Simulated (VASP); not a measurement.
Here is a VASP 6.6.1 calculation.

INCAR

```
SYSTEM = In
PREC = Accurate
ENCUT = 520
EDIFF = 1E-7
ISMEAR = 0
SIGMA = 0.15
LREAL = .FALSE.
LASPH = .TRUE.
NELM = 80
ALGO = Fast
ISIF = 2
LWAVE = .FALSE.
LCHARG = .FALSE.
GGA = CA
NBANDS = 12
```

KPOINTS

```
regular mesh
0
G
  22 22 22
  0 0 0
```

Contents of POSCAR:

```
In
1.0
   -1.6579867674      1.6579867674      2.5010730387
    1.6579867674     -1.6579867674      2.5010730387
    1.6579867674      1.6579867674     -2.5010730387
In
1
Direct
    0.0000000000      0.0000000000      0.0000000000
```

Potentials or basis: VASP PAW LDA potentials, release 64 (In_d).

Launch:

```sh
$ cat potpaw_LDA.64/In_d/POTCAR > POTCAR
$ mpirun -np 1 vasp_std > vasp.out
```

What does it give for the pressure?

-4.2 GPa.

Estimate the band gap on the k mesh.

zero (an odd number of electrons rules out a gap without spin polarisation).

Stress tensor (GPa, compression positive):
```
-4.25  0.00  0.00
 0.00 -4.25  0.00
 0.00  0.00 -3.98
```

Caveat: the cell stands under tension; spin-orbit coupling is left out, which moves the levels of the heavy elements.
